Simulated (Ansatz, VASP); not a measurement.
CoO in VASP and in Ansatz

File INCAR:

```
PREC     = Accurate       # precision mode
ENCUT    = 520            # plane-wave cutoff, eV
EDIFF    = 1E-6           # SCF threshold, eV
ISMEAR   = 0              # smearing method
SIGMA    = 0.1            # smearing width, eV
LREAL    = F              # projectors in reciprocal space
LASPH    = T              # aspherical terms in the spheres
NELM     = 150            # most SCF steps
ALGO     = Normal         # electronic algorithm
ISIF     = 2              # what is computed and relaxed
LWAVE    = F              # write WAVECAR
LCHARG   = F              # write CHGCAR
ISPIN    = 2              # spin polarisation
MAGMOM   = 2.74 0.35      # initial moments
LORBIT   = 11             # projections on sites
LMAXMIX  = 4              # l up to which the mixer works
GGA      = PE             # functional
NBANDS   = 18             # bands
```

Contents of KPOINTS:

```
regular mesh
0
Gamma
  16 16 16
```

File POSCAR:

```
CoO
1.0
    0.0000000000      2.1026989670      2.1026989670
    2.1026989670      0.0000000000      2.1026989670
    2.1026989670      2.1026989670      0.0000000000
Co O
1 1
Direct
    0.0000000000      0.0000000000      0.0000000000
    0.5000000000      0.5000000000      0.5000000000
```

Input for Ansatz:

```yaml
crystal:
  lattice:
    - [0.0, 2.102698967, 2.102698967]
    - [2.102698967, 0.0, 2.102698967]
    - [2.102698967, 2.102698967, 0.0]
  atoms:
    - { symbol: Co, position: [0.0, 0.0, 0.0], spin: 2.74 }
    - { symbol: O, position: [0.5, 0.5, 0.5], spin: 0.35 }
basis:
  ecutwfc: 420
kpoints:
  mp_grid: { grid: [16, 16, 16] }
hamiltonian:
  xc: pbe
scf:
  occupations: { method: gaussian, width: 0.1 }
output:
  forces: true
  stress: true
  eigenvalues: true
  populations: true
magnetization:
  spin_polarized: true
```

Alike in both runs: task single point; functional PBE; k mesh 16 × 16 × 16; occupations gaussian, width 0.1 eV; collinear spin.

|  | VASP | Ansatz |
| --- | --- | --- |
| version | VASP 6.6.1 | Ansatz 0.2.0 |
| potentials or method | VASP PAW PBE potentials, release 64 (Co, O), cutoff 520 eV | scalar-relativistic, plane waves, PAW |
| valence electrons in the cell | 15 | 23 |

```tsv
	VASP	Ansatz	Ansatz less VASP
gap on the k mesh at the Fermi level (eV)	none	none	-
pressure (GPa)	4.3	5.1	+0.76
net moment per atom (μB)	1.38	1.41	+0.029
size of the moment on the site where the two differ most (μB)	2.46	2.41	-0.047
```

Site moments also hang on the region over which each program counts them. A gap of «none» marks a metal or a gap that the smearing closes. VASP's potentials hold 15 valence electrons a cell and Ansatz's 23, so a difference there can come from the potentials and not from the codes.
